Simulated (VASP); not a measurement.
**Cu: single point with r2SCAN**

The system is Cu.

```
Cu
1.0
     0.00000    1.78813    1.78813
     1.78813    0.00000    1.78813
     1.78813    1.78813    0.00000
Cu
1
Direct
  0.00000 0.00000 0.00000
```

* Program: VASP 6.6.1
* Task: single point
* Functional: r2SCAN
* Potentials or basis: VASP PAW PBE potentials, release 64 (Cu)
* Cutoff: 520 eV
* k mesh: 15 × 15 × 15
* Occupations: gaussian, width 1 eV
* Spin: no spin polarisation
* Dipole correction: no
* Further INCAR settings: ALGO = Normal; EDIFF = 1e-06; NBANDS = 12

```json
{"Pressure": "1.2 GPa"}
```

Levels at points of the mesh, in eV from the Fermi level:
| k point | band 3 | band 4 | band 5 | band 6 | band 7 | band 8 | band 9 | band 10 |
| --- | --- | --- | --- | --- | --- | --- | --- | --- |
| (0.00, 0.00, 0.00) | -3.33 | -3.33 | -2.47 | -2.47 | 23.60 | 26.89 | 26.89 | 26.89 |

Run time: 58 s on 1 thread of Intel Xeon 6975P-C (shared host), peak memory 0.14 GiB.

Caveat: the PAW data sets were made with another functional, which shifts forces and pressure a little.
